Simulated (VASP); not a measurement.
# Al2O3 (P-6m2) in VASP: notebook

Runs on Al2O3. Level: LDA. Tasks: single point.

Program: VASP 6.6.1. These are calculated values, not measurements. Logs are shortened: lines on timing, memory, paths and dates and some standing lists are left out, and cuts for length are marked.

## 1. The cell of the first run

The structure is hexagonal, space group P-6m2 (No. 187). Conventional cell: a = 2.996 Å, b = 2.996 Å, c = 8.381 Å, α = 90.00°, β = 90.00°, γ = 120.00°. Al (site symmetry 3m) has 6 O at 1.83 to 2.12 Å and 1 Al at 2.46 Å within 2.5 Å. O (site symmetry 3m) has 3 Al at 1.83 Å within 2.4 Å. Within 2.8 Å of O (site symmetry -6m2) lie 6 Al at 2.12 Å and 6 O at 2.52 Å.

## 2. Single point, LDA

INCAR reads:

```
ALGO = Normal
EDIFF = 1E-6
ENCUT = 520
GGA = CA
ISIF = 2
ISMEAR = 0
LASPH = True
LCHARG = False
LREAL = False
LWAVE = False
NBANDS = 20
NELM = 100
PREC = Accurate
SIGMA = 0.05
```

KPOINTS reads:

```
k-points
0
Gamma
  12 12 4
```

POSCAR reads:

```
Al2O3
1.0
    2.9960973560      0.0000000000      0.0000000000
   -1.4980486780      2.5946964225      0.0000000000
    0.0000000000      0.0000000000      8.3808961269
Al O
2 3
Direct
    0.0000000000      0.0000000000      0.1469612859
    0.0000000000      0.0000000000      0.8530387141
    0.3333333333      0.6666666667      0.2184227737
    0.6666666667      0.3333333333      0.0000000000
    0.3333333333      0.6666666667      0.7815772263
```

Potentials or basis: VASP PAW LDA potentials, release 64 (Al, O).

Started as:

```
$ cat potpaw_LDA.64/Al/POTCAR potpaw_LDA.64/O/POTCAR > POTCAR
$ mpirun -np 1 vasp_std > vasp.out
```

OUTCAR:

```text
EDIFF = 1E-6
   ENCUT = 520
   GGA = CA
   ISIF = 2
   ISMEAR = 0
   LASPH = True
   LREAL = False
   NELM = 100
   PREC = Accurate

 ion  position               nearest neighbor table
   1  0.000  0.000  0.147-   3 1.83   3 1.83   3 1.83   4 2.12   4 2.12   4 2.12   2 2.46
   2  0.000  0.000  0.853-   5 1.83   5 1.83   5 1.83   4 2.12   4 2.12   4 2.12   1 2.46
   3  0.333  0.667  0.218-   1 1.83   1 1.83   1 1.83
   4  0.667  0.333  0.000-   1 2.12   2 2.12   1 2.12   2 2.12   1 2.12   2 2.12
   5  0.333  0.667  0.782-   2 1.83   2 1.83   2 1.83

  LATTYP: Found a hexagonal cell.
 ALAT       =     2.9960973560
 C/A-ratio  =     2.7972709599

  Lattice vectors:

 A1 = (   2.9960973560,   0.0000000000,   0.0000000000)
 A2 = (  -1.4980486780,   2.5946964225,   0.0000000000)
 A3 = (   0.0000000000,   0.0000000000,   8.3808961269)

Analysis of symmetry for initial positions (statically):
=====================================================================
 Subroutine PRICEL returns:
 Original cell was already a primitive cell.

 Routine SETGRP: Setting up the symmetry group for a
 hexagonal supercell.

 Subroutine GETGRP returns: Found 12 space group operations
 (whereof 12 operations were pure point group operations)
 out of a pool of 24 trial point group operations.

The static configuration has the point symmetry D_3h.

Analysis of symmetry for dynamics (positions and initial velocities):
=====================================================================
 Subroutine PRICEL returns:
 Original cell was already a primitive cell.

 Routine SETGRP: Setting up the symmetry group for a
 hexagonal supercell.

 Subroutine GETGRP returns: Found 12 space group operations
 (whereof 12 operations were pure point group operations)
 out of a pool of 24 trial point group operations.

The dynamic configuration has the point symmetry D_3h.

 Subroutine INISYM returns: Found 12 space group operations
 (whereof 12 operations are pure point group operations),
 and found     1 'primitive' translations

----------------------------------------------------------------------------------------

                                     Primitive cell

  volume of cell :      65.1528

  direct lattice vectors                    reciprocal lattice vectors
     2.996097356  0.000000000  0.000000000     0.333767525  0.192700771  0.000000000
    -1.498048678  2.594696423  0.000000000     0.000000000  0.385401541  0.000000000
     0.000000000  0.000000000  8.380896127     0.000000000  0.000000000  0.119318983

  length of vectors
     2.996097356  2.996097356  8.380896127     0.385401541  0.385401541  0.119318983

  position of ions in fractional coordinates (direct lattice)
     0.000000000  0.000000000  0.146961286
     0.000000000  0.000000000  0.853038714
     0.333333333  0.666666667  0.218422774
     0.666666667  0.333333333  0.000000000
     0.333333333  0.666666667  0.781577226

  ion indices of the primitive-cell ions
   primitive index   ion index
                 1           1
                 2           2
                 3           3
                 4           4
                 5           5

----------------------------------------------------------------------------------------

 KPOINTS: k-points

Automatic generation of k-mesh.
 Grid dimensions read from file:
 generate k-points for:   12   12    4

 Generating k-lattice:

  Cartesian coordinates                     Fractional coordinates (reciprocal lattice)
     0.027813960  0.016058398  0.000000000     0.083333333 -0.000000000  0.000000000
     0.000000000  0.032116795  0.000000000     0.000000000  0.083333333  0.000000000
     0.000000000  0.000000000  0.029829746     0.000000000  0.000000000  0.250000000

  Length of vectors
     0.032116795  0.032116795  0.029829746

  Shift w.r.t. Gamma in fractional coordinates (k-lattice)
     0.000000000  0.000000000  0.000000000

 Subroutine IBZKPT returns following result:
 ===========================================

 Found     57 irreducible k-points:

 Following reciprocal coordinates:
            Coordinates               Weight
  0.000000  0.000000  0.000000      1.000000
  0.083333 -0.000000  0.000000      6.000000
  0.166667  0.000000  0.000000      6.000000
  0.250000  0.000000  0.000000      6.000000
  0.333333 -0.000000  0.000000      6.000000
  0.416667  0.000000  0.000000      6.000000
[... 16 lines left out ...]
  0.250000  0.000000  0.250000     12.000000
  0.333333 -0.000000  0.250000     12.000000
 [... further k-points ...]
   k-points           NKPTS =     57   k-points in BZ     NKDIM =     57   number of bands    NBANDS=     20
   number of dos      NEDOS =    301   number of ions     NIONS =      5
   total plane-waves  NPLWV =  36864
   dimension x,y,z NGX =    24 NGY =   24 NGZ =   64
   dimension x,y,z NGXF=    48 NGYF=   48 NGZF=  128
   ions per type =               2   3
   NGX,Y,Z   is equivalent  to a cutoff of  13.32, 13.32, 12.70 a.u.
   NGXF,Y,Z  is equivalent  to a cutoff of  26.63, 26.63, 25.39 a.u.
 SYSTEM =  unknown system
   PREC   = accura    normal or accurate (medium, high low for compatibility)
   ISTART =      0    job   : 0-new  1-cont  2-samecut
   ICHARG =      2    charge: 1-file 2-atom 10-const
   ISPIN  =      1    spin polarized calculation?
   LNONCOLLINEAR =      F non collinear calculations
   LSORBIT =      F    spin-orbit coupling
   LASPH  =      T    aspherical Exc in radial PAW
   ENCUT  =  520.0 eV  38.22 Ry    6.18 a.u.   5.57  5.57 15.58*2*pi/ulx,y,z
   NELM   =    100;   NELMIN=  2; NELMDL= -5     # of ELM steps
   EDIFF  = 0.1E-05   stopping-criterion for ELM
   LREAL  =      F    real-space projection
   EDIFFG = 0.1E-04   stopping-criterion for IOM
   NSW    =      0    number of steps for IOM
   IBRION =     -1    ionic relax: 0-MD 1-quasi-New 2-CG
   NFREE  =      0    steps in history (QN), initial steepest desc. (CG)
   ISIF   =      2    stress and relaxation
   ISYM   =      2    0-nonsym 1-usesym 2-fastsym
   POTIM  = 0.5000    time-step for ionic-motion
   TEBEG  =    0.0;   TEEND  =   0.0 temperature during run
   PSTRESS=    0.0 pullay stress
   NELECT =      24.0000    total number of electrons
   NUPDOWN=      -1.0000    fix difference up-down
   EMIN   =  10.00;   EMAX   =-10.00  energy-range for DOS
   EFERMI =   0.00;   METHOD = LEGACY
   ISMEAR =     0;   SIGMA  =   0.05  broadening in eV -4-tet -1-fermi 0-gaus
   EFERMI_NEDOS =   21; number of points for ismear=-14 and -15
   IALGO  =     38    algorithm
   IMIX   =      4    mixing-type and parameters
     AMIX     =   0.40;   BMIX     =  1.00
     AMIX_MAG =   1.60;   BMIX_MAG =  1.00
  volume/ion in A,a.u.               =      13.03        87.93
  Fermi-wavevector in a.u.,A,eV,Ry     =   1.173548  2.217685 18.738153  1.377215
  Thomas-Fermi vector in A             =   2.309959
   LORBIT       =      0    0 simple, 1 ext, 2 COOP (PROOUT), +10 PAW based schemes
   GGA     = CA    functional components
   LHFCALC =     F    Hartree Fock is set to
   AEXX    =    0.0000 exact exchange contribution
   IVDW    =     0    specifies the selected vdW correction
   LEPSILON=     F    determine dielectric tensor
   LRPA    =     F    only Hartree local field effects (RPA)
 non-spin polarized calculation
 Gauss-broadening in eV      SIGMA  =   0.05
  energy-cutoff  :      520.00
  volume of cell :       65.15
 maximum number of plane-waves:      1791
 NGX is ok and might be reduce to    24

 number of electron      24.0000015 magnetization

 Free energy of the ion-electron system (eV)
  ---------------------------------------------------
  ext. energy  EPLUGINS =         0.00000000
  ---------------------------------------------------
  free energy    TOTEN  =       -39.34032101 eV

  energy without entropy =      -39.34032101  energy(sigma->0) =      -39.34032101

 E-fermi :   1.7141     XC(G=0):  -9.1852

 val. band max:        1.4047330266   @ k =   0.3333   0.3333   0.5000
 cond. band min:       4.7672572982   @ k =   0.0000   0.0000   0.0000
 fundamental gap:      3.3625242716
 Fermi energy:         1.7141196001

 k-point     1 :       0.0000    0.0000    0.0000
  band No.  band energies     occupation
      1     -17.8863      2.00000
      2     -15.9040      2.00000
      3     -14.6875      2.00000
      4      -3.4143      2.00000
      5      -1.3027      2.00000
      6      -1.3027      2.00000
[... 12 lines left out ...]
     19      14.8538      0.00000
     20      14.8654      0.00000

 k-point     2 :       0.0833   -0.0000    0.0000
  band No.  band energies     occupation
      1     -17.8053      2.00000
      2     -15.8470      2.00000
      3     -14.6767      2.00000
      4      -3.4150      2.00000
      5      -1.8914      2.00000
      6      -1.4122      2.00000
[... 12 lines left out ...]
     19      14.4054      0.00000
     20      15.0557      0.00000

 k-point     3 :       0.1667    0.0000    0.0000
  band No.  band energies     occupation
      1     -17.5706      2.00000
      2     -15.6865      2.00000
      3     -14.6547      2.00000
      4      -3.4835      2.00000
      5      -2.8807      2.00000
      6      -1.6755      2.00000
[... 12 lines left out ...]
     19      14.6024      0.00000
     20      14.8087      0.00000

 k-point     4 :       0.2500    0.0000    0.0000
  band No.  band energies     occupation
      1     -17.2103      2.00000
      2     -15.4551      2.00000
      3     -14.6507      2.00000
      4      -3.9235      2.00000
      5      -3.7698      2.00000
      6      -1.9816      2.00000
[... 429 lines left out ...]
 k-point    23 :       0.2500    0.0000    0.2500
  band No.  band energies     occupation
      1     -17.2102      2.00000
      2     -15.4557      2.00000
      3     -14.6503      2.00000
      4      -3.9218      2.00000
      5      -3.7704      2.00000
      6      -1.9816      2.00000
[... 12 lines left out ...]
     19      13.7875      0.00000
     20      14.8939      0.00000

 k-point    24 :       0.3333   -0.0000    0.2500
  band No.  band energies     occupation
      1     -16.7792      2.00000
      2     -15.2074      2.00000
      3     -14.7003      2.00000
      4      -4.8267      2.00000
      5      -4.2361      2.00000
      6      -2.4100      2.00000
[... 12 lines left out ...]
     19      13.9374      0.00000
     20      14.3966      0.00000

 [... further k-points ...]

------------------------ aborting loop because EDIFF is reached ----------------------------------------

  FORCE on cell =-STRESS in cart. coord.  units (eV):
  Direction    XX          YY          ZZ          XY          YZ          ZX
  --------------------------------------------------------------------------------------
  -------------------------------------------------------------------------------------
  Total       -7.5288574     -7.5288574      7.2420679      0.0000000      0.0000000      0.0000000
  in kB     -185.1427545   -185.1427545    178.0902894      0.0000000      0.0000000      0.0000000
  external PRESSURE =     -64.0650732 kB  Pullay stress =       0.0000000 kB

 VOLUME and BASIS-vectors are now :
 -----------------------------------------------------------------------------
  energy-cutoff  :      520.00
  volume of cell :       65.15
      direct lattice vectors                 reciprocal lattice vectors
     2.996097356  0.000000000  0.000000000     0.333767525  0.192700771  0.000000000
    -1.498048678  2.594696423  0.000000000     0.000000000  0.385401541  0.000000000
     0.000000000  0.000000000  8.380896127     0.000000000  0.000000000  0.119318983

 POSITION                                       TOTAL-FORCE (eV/Angst)
 -----------------------------------------------------------------------------------
      0.00000      0.00000      1.23167         0.000000     -0.000000      2.653583
      0.00000      0.00000      7.14923         0.000000     -0.000000     -2.653583
     -0.00000      1.72980      1.83058        -0.000000     -0.000000      0.223407
      1.49805      0.86490      0.00000         0.000000      0.000000      0.000000
     -0.00000      1.72980      6.55032        -0.000000     -0.000000     -0.223407
 -----------------------------------------------------------------------------------
    total drift:                                0.000000     -0.000000      0.000000

  FREE ENERGIE OF THE ION-ELECTRON SYSTEM (eV)
  ---------------------------------------------------
  free  energy   TOTEN  =       -39.3403210073 eV

  energy  without entropy=      -39.3403210073  energy(sigma->0) =      -39.34032101
```

Wall time 52 s (1 thread of Intel Xeon 8259CL, shared host); peak memory 0.19 GiB.

Results:

- Free energy: -39.3403 eV
- Pressure: -6.4 GPa
- Largest force: 2.654 eV/Å
- Band gap on the k mesh: 3.36 eV (least direct gap 3.69 eV)

Forces in eV/Å, atoms in the order of the input:
```
Al   0.000  0.000  2.654
Al   0.000  0.000 -2.654
O    0.000  0.000  0.223
O    0.000  0.000  0.000
O    0.000  0.000 -0.223
```

Stress tensor (GPa, compression positive):
```
-18.51   0.00   0.00
  0.00 -18.51   0.00
  0.00   0.00  17.81
```

Levels at points of the mesh, in eV from the valence-band top:
```csv
k point,band 8,band 9,band 10,band 11,band 12,band 13,band 14,band 15,band 16,band 17
"(0.00, 0.00, 0.00)",-1.67,-1.67,-1.36,-1.36,-0.32,3.36,6.29,7.09,8.82,12.39
"(0.50, 0.00, 0.00)",-2.33,-2.23,-1.45,-0.82,-0.68,5.93,8.64,8.74,10.64,11.17
"(0.00, 0.00, 0.50)",-1.67,-1.67,-1.36,-1.36,-0.44,3.51,6.20,6.83,9.34,12.40
"(0.50, 0.00, 0.50)",-2.33,-2.24,-1.45,-0.85,-0.65,5.94,8.61,8.88,10.06,11.91
```

Caveat: the cell stands under tension; forces of over 1 eV/Å act on the atoms, so gaps and moduli don't describe the material at rest. A k mesh can miss the band edges.

## 3. Single point, LDA

This run uses another cell than the first one, of the same volume but with other edges.

INCAR reads:

```
PREC = Accurate
ENCUT = 520
EDIFF = 1E-6
ISMEAR = 0
SIGMA = 0.05
LREAL = False
LASPH = True
NELM = 80
ALGO = Normal
ISIF = 2
LWAVE = False
LCHARG = False
NBANDS = 20
```

KPOINTS reads:

```
Automatic mesh
0
Gamma
  12 12 4
```

POSCAR, as its differences from that of step 2:

```diff
@@ -2,5 +2,5 @@
 1.0
-    2.9960973560      0.0000000000      0.0000000000
-   -1.4980486780      2.5946964225      0.0000000000
-    0.0000000000      0.0000000000      8.3808961269
+    2.6707617509      0.0000000000      0.0000000000
+   -1.3353808755      2.3129475238      0.0000000000
+    0.0000000000      0.0000000000     10.5470742869
 Al O
```

Potentials or basis: VASP PAW LDA potentials, release 64 (Al, O).

Started as:

```
$ cat potpaw_LDA.64/Al/POTCAR potpaw_LDA.64/O/POTCAR > POTCAR
$ mpirun -np 1 vasp_std > vasp.out
```

OUTCAR:

```text
PREC = Accurate
   ENCUT = 520
   EDIFF = 1E-6
   ISMEAR = 0
   LREAL = False
   LASPH = True
   NELM = 80
   ISIF = 2

 ion  position               nearest neighbor table
   1  0.000  0.000  0.147-   3 1.72   3 1.72   3 1.72   4 2.19   4 2.19   4 2.19   2 3.10
   2  0.000  0.000  0.853-   5 1.72   5 1.72   5 1.72   4 2.19   4 2.19   4 2.19   1 3.10
   3  0.333  0.667  0.218-   1 1.72   1 1.72   1 1.72
   4  0.667  0.333  0.000-   1 2.19   2 2.19   1 2.19   2 2.19   1 2.19   2 2.19
   5  0.333  0.667  0.782-   2 1.72   2 1.72   2 1.72

  LATTYP: Found a hexagonal cell.
 ALAT       =     2.6707617509
 C/A-ratio  =     3.9490884139

  Lattice vectors:

 A1 = (   2.6707617509,   0.0000000000,   0.0000000000)
 A2 = (  -1.3353808755,   2.3129475238,   0.0000000000)
 A3 = (   0.0000000000,   0.0000000000,  10.5470742869)

Analysis of symmetry for initial positions (statically):
=====================================================================
 Subroutine PRICEL returns:
 Original cell was already a primitive cell.

 Routine SETGRP: Setting up the symmetry group for a
[... 175 lines left out ...]
 E-fermi :   1.5986     XC(G=0):  -8.7079

 val. band max:        1.3174339211   @ k =   0.0000   0.0000   0.5000
 cond. band min:       6.1492441416   @ k =   0.0000   0.0000   0.0000
 fundamental gap:      4.8318102206
 Fermi energy:         1.5986145568

 k-point     1 :       0.0000    0.0000    0.0000
  band No.  band energies     occupation
      1     -18.4616      2.00000
      2     -18.0384      2.00000
      3     -16.2034      2.00000
      4      -5.5077      2.00000
      5      -2.6834      2.00000
      6      -0.6775      2.00000
[... 541 lines left out ...]
     19      14.2255      0.00000
     20      15.4560      0.00000

 [... further k-points ...]

------------------------ aborting loop because EDIFF is reached ----------------------------------------

  FORCE on cell =-STRESS in cart. coord.  units (eV):
  Direction    XX          YY          ZZ          XY          YZ          ZX
  --------------------------------------------------------------------------------------
  -------------------------------------------------------------------------------------
  Total       11.9308155     11.9308155     -8.9876445     -0.0000000      0.0000000      0.0000000
  in kB      293.3916708    293.3916708   -221.0159099     -0.0000000      0.0000000      0.0000000
  external PRESSURE =     121.9224772 kB  Pullay stress =       0.0000000 kB

 VOLUME and BASIS-vectors are now :
 -----------------------------------------------------------------------------
  energy-cutoff  :      520.00
  volume of cell :       65.15
      direct lattice vectors                 reciprocal lattice vectors
     2.670761751  0.000000000  0.000000000     0.374425012  0.216174381  0.000000000
    -1.335380876  2.312947524  0.000000000     0.000000000  0.432348763  0.000000000
     0.000000000  0.000000000 10.547074287     0.000000000  0.000000000  0.094813023

 POSITION                                       TOTAL-FORCE (eV/Angst)
 -----------------------------------------------------------------------------------
      0.00000      0.00000      1.55001         0.000000      0.000000     -2.723850
      0.00000      0.00000      8.99706         0.000000      0.000000      2.723850
     -0.00000      1.54197      2.30372        -0.000000      0.000000     -0.102637
      1.33538      0.77098      0.00000        -0.000000     -0.000000      0.000000
     -0.00000      1.54197      8.24335        -0.000000      0.000000      0.102637
 -----------------------------------------------------------------------------------
    total drift:                               -0.000001      0.000000     -0.000000

  FREE ENERGIE OF THE ION-ELECTRON SYSTEM (eV)
  ---------------------------------------------------
  free  energy   TOTEN  =       -38.8889987376 eV

  energy  without entropy=      -38.8889987376  energy(sigma->0) =      -38.88899874
```

It took 74 s on 1 thread of Intel Xeon 8259CL, shared host; peak memory 0.19 GiB.

What came out:

```
Free energy            : -38.8890 eV
Pressure               : 12.2 GPa
Largest force          : 2.724 eV/Å
Band gap on the k mesh : 4.83 eV
```

Forces in eV/Å, atoms in the order of the input:
```
Al   0.000  0.000 -2.724
Al   0.000  0.000  2.724
O    0.000  0.000 -0.103
O    0.000  0.000  0.000
O    0.000  0.000  0.103
```

Caveat: the cell stands under pressure; forces of over 1 eV/Å act on the atoms, so gaps and moduli don't describe the material at rest.
